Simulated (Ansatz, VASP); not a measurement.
**Two plane-wave programs on CdSe**

The input INCAR:

```
SYSTEM = CdSe
  ALGO = Normal
  EDIFF = 1E-6
  ENCUT = 520
  GGA = PE
  ISIF = 2
  ISMEAR = -1
  LASPH = .True.
  LCHARG = .True.
  LELF = .True.
  LREAL = .False.
  LVHAR = .True.
  LWAVE = .False.
  NBANDS = 26
  NELM = 60
  PREC = Accurate
  SIGMA = 0.02
```

Contents of KPOINTS:

```
k-points
0
Gamma
  12 12 4
  0 0 0
```

File POSCAR:

```
CdSe
1.0
    4.3407236659      0.0000000000      0.0000000000
   -2.1703618329      3.7591769655      0.0000000000
    0.0000000000      0.0000000000      7.0766459782
Cd Se
2 2
Direct
    0.3333333333      0.6666666667     -0.0004760038
    0.6666666667      0.3333333333      0.4995239962
    0.3333333333      0.6666666667      0.3754760038
    0.6666666667      0.3333333333      0.8754760038
```

Input for Ansatz:

```yaml
crystal:
  lattice:
    - [4.3407236659, 0.0, 0.0]
    - [-2.1703618329, 3.7591769655, 0.0]
    - [0.0, 0.0, 7.0766459782]
  atoms:
    - { symbol: Cd, position: [0.3333333333, 0.6666666667, -0.0004760038] }
    - { symbol: Cd, position: [0.6666666667, 0.3333333333, 0.4995239962] }
    - { symbol: Se, position: [0.3333333333, 0.6666666667, 0.3754760038] }
    - { symbol: Se, position: [0.6666666667, 0.3333333333, 0.8754760038] }
kpoints:
  mp_grid: { grid: [12, 12, 4] }
  band_path:
    path:
      - [[0.0, 0.0, 0.0], [0.5, -4.043689233621e-17, 6.373947026812e-19], [0.3333333333333, 0.3333333333333, 4.249298017907e-19], [0.0, 0.0, 0.0], [1.549686239654e-36, -2.698651082794e-36, 0.5], [0.5, -4.049681105754e-17, 0.5], [0.3333333333333, 0.3333333333333, 0.5], [1.549686239654e-36, -2.698651082794e-36, 0.5]]
      - [[0.5, -4.049681105754e-17, 0.5], [0.5, -4.043689233621e-17, 6.373947026812e-19]]
      - [[0.3333333333333, 0.3333333333333, 0.5], [0.3333333333333, 0.3333333333333, 4.249298017907e-19]]
    npoints: 10
hamiltonian:
  xc: pbe
scf:
  occupations: { method: fermi_dirac, width: 0.02 }
  n_extra_bands: 5
output:
  forces: true
  stress: true
  eigenvalues: true
```

Alike in both runs: task single point; functional PBE; k mesh 12 × 12 × 4; occupations fermi-dirac, width 0.02 eV; no spin polarisation.

|  | VASP | Ansatz |
| --- | --- | --- |
| version | VASP 6.6.1 | Ansatz 0.2.0 |
| potentials or method | VASP PAW PBE potentials, release 64 (Cd, Se) | plane waves, PAW |
| plane-wave cutoff (eV) | 520 | 420 |
| valence electrons in the cell | 36 | 72 |

Ansatz gave:

| Property | Result |
| --- | --- |
| pressure (GPa) | 1.4 |

Which values does VASP return?

Pressure (GPa): 1.7.

The functional is the same, so the differences come from potentials, cutoffs and numerics. VASP's potentials hold 36 valence electrons a cell and Ansatz's 72, so a difference there can come from the potentials and not from the codes.
